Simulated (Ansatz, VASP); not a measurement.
# MgO in VASP and in Ansatz

```
Mg O
1.0
     0.00000    2.13515    2.13515
     2.13515    0.00000    2.13515
     2.13515    2.13515    0.00000
Mg O
1 1
Cartesian
  0.0000 0.0000 -0.2250
  2.1351 2.1351 2.1351
```

Change from the starting cell: all Mg atoms moved +0.225 Å, as atom 1 towards its neighbour atom 2 (O) at 2.135 Å.

Alike in both runs: task single point; functional PBEsol; k mesh 10 × 10 × 10; occupations gaussian, width 0.05 eV; no spin polarisation.

|  | VASP | Ansatz |
| --- | --- | --- |
| version | VASP 6.6.1 | Ansatz 0.2.0 |
| potentials or method | VASP PAW PBE potentials, release 64 (Mg, O), cutoff 520 eV | scalar-relativistic, plane waves, PAW |
| valence electrons in the cell | 8 | 16 |

```tsv
	VASP	Ansatz	Ansatz less VASP
gap on the k mesh at the Fermi level (eV)	4.24	4.24	-0.002
least direct gap on the mesh (eV)	4.24	4.24	-0.002
pressure (GPa)	-1.5	-1.2	+0.28
traceless stress, the component that is largest in VASP (GPa)	10.83	10.67	-0.155
rms of the force components (eV/Å)	0.809	0.799	-0.0096
```

VASP's potentials were made for PBE, not for PBEsol. Atom by atom the forces differ by 0.010 eV/Å (rms over components). VASP's potentials hold 8 valence electrons a cell and Ansatz's 16, so a difference there can come from the potentials and not from the codes.
